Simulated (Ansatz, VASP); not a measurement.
# Ti: VASP beside Ansatz

The input INCAR:

```
SYSTEM = Ti
PREC = Accurate ; ENCUT = 600
EDIFF = 1E-6 ; ISMEAR = -1
SIGMA = 0.1 ; LREAL = .False.
LASPH = .True. ; NELM = 100
ALGO = Normal ; ISIF = 3
LWAVE = .False. ; LCHARG = .False.
GGA = PE ; IBRION = 2
NSW = 80 ; EDIFFG = -0.01
```

Contents of KPOINTS:

```
regular mesh
0
Gamma
  12 12 4
  0 0 0
```

Contents of POSCAR:

```
Ti
1.0
    2.9229395509      0.0000000000      0.0000000000
   -1.4614697754      2.5313399048      0.0000000000
    0.0000000000      0.0000000000      9.5463205732
Ti
4
Direct
    0.0000000000      0.0000000000      0.0000000000
    0.0000000000      0.0000000000      0.5000000000
    0.3333333333      0.6666666667      0.2500000000
    0.6666666667      0.3333333333      0.7500000000
```

Input for Ansatz:

```yaml
crystal:
  lattice:
    - [2.9229395509, 0.0, 0.0]
    - [-1.4614697754, 2.5313399048, 0.0]
    - [0.0, 0.0, 9.5463205732]
  atoms:
    - { symbol: Ti, position: [0.0, 0.0, 0.0] }
    - { symbol: Ti, position: [0.0, 0.0, 0.5] }
    - { symbol: Ti, position: [0.3333333333, 0.6666666667, 0.25] }
    - { symbol: Ti, position: [0.6666666667, 0.3333333333, 0.75] }
hamiltonian:
  xc: pbe
  pseudopotentials:
    kind: paw
    azcp:
      Ti: "pseudopotentials/Ti.paw.azcp"
basis:
  ecutwfc: 420
  fft_grid_basis: typed
kpoints:
  mp_grid: { grid: [12, 12, 4], shift: [0, 0, 0] }
magnetization:
  spin_polarized: false
scf:
  occupations: { method: fermi_dirac, width: 0.1 }
relax:
  max_steps: 60
  f_tol: 0.01
  cell: {}
output:
  write_density: true
  write_potential: true
  elf: true
  volumetric_format: npy
```

Alike in both runs: task relaxation of cell and atoms; functional PBE; k mesh 12 × 12 × 4; occupations fermi-dirac, width 0.1 eV; no spin polarisation.

```csv
,VASP,Ansatz
version,VASP 6.6.1,Ansatz 0.2.0
potentials or method,"VASP PAW PBE potentials, release 64 (Ti_sv), cutoff 600 eV","plane waves (420 eV) with PAW, scalar-relativistic"
valence electrons in the cell,48,48
```

Ansatz gave:

* relaxed volume (Å³/atom): 17.50
* relaxed length of the cell vector where the two differ most in proportion (Å): 2.934

Estimate VASP's values.

relaxed volume (Å³/atom): 17.46; relaxed length of the cell vector where the two differ most in proportion (Å): 2.932.
